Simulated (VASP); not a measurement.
Set up this calculation in VASP 6.6.1, as the native input.

- Task: single point
- Functional: PBEsol
- Potentials or basis: VASP PAW PBE potentials, release 64 (Pd)
- Cutoff: 520 eV
- k mesh: 11 × 11 × 11
- Occupations: fermi-dirac, width 0.1 eV
- Spin: no spin polarisation
- Dipole correction: no
- Further INCAR settings: ALGO = Normal; EDIFF = 1e-07; NBANDS = 11

The structure of Pd lies in POSCAR:

```
Pd
1.0
    2.7436222748      0.0000000000      0.0000000000
    1.3718111374      2.3760465883      0.0000000000
    1.3718111374      0.7920155294      2.2401582067
Pd
1
Direct
    0.0000000000      0.0000000000      0.0000000000
```

One way to write it, as run:

INCAR

```
PREC     = Accurate       # precision mode
ENCUT    = 520            # plane-wave cutoff, eV
EDIFF    = 1E-7           # SCF threshold, eV
ISMEAR   = -1             # smearing method
SIGMA    = 0.1            # smearing width, eV
LREAL    = F              # projectors in reciprocal space
LASPH    = T              # aspherical terms in the spheres
NELM     = 80             # most SCF steps
ALGO     = Normal         # electronic algorithm
ISIF     = 2              # what is computed and relaxed
LWAVE    = F              # write WAVECAR
LCHARG   = T              # write CHGCAR
GGA      = PS             # functional
LELF     = T              # ELF
LVHAR    = T            
NBANDS   = 11             # bands
```

KPOINTS

```
Automatic mesh
0
Gamma
  11 11 11
```

Potentials or basis: VASP PAW PBE potentials, release 64 (Pd).

Command:

```console
$ cat potpaw_PBE.64/Pd/POTCAR > POTCAR
$ mpirun -np 1 vasp_std > vasp.out
```

It gave:

| Quantity | Value |
| --- | --- |
| Pressure | -0.3 GPa |
| Band gap on the k mesh | zero (bands 5 and 6 overlap by 1.53 eV) |

Caveat: the PAW data sets were made with another functional, which shifts forces and pressure a little.

It took 8.6 s on 1 thread of AMD EPYC 7R13, with other jobs on the host, peak memory 0.1 GiB.
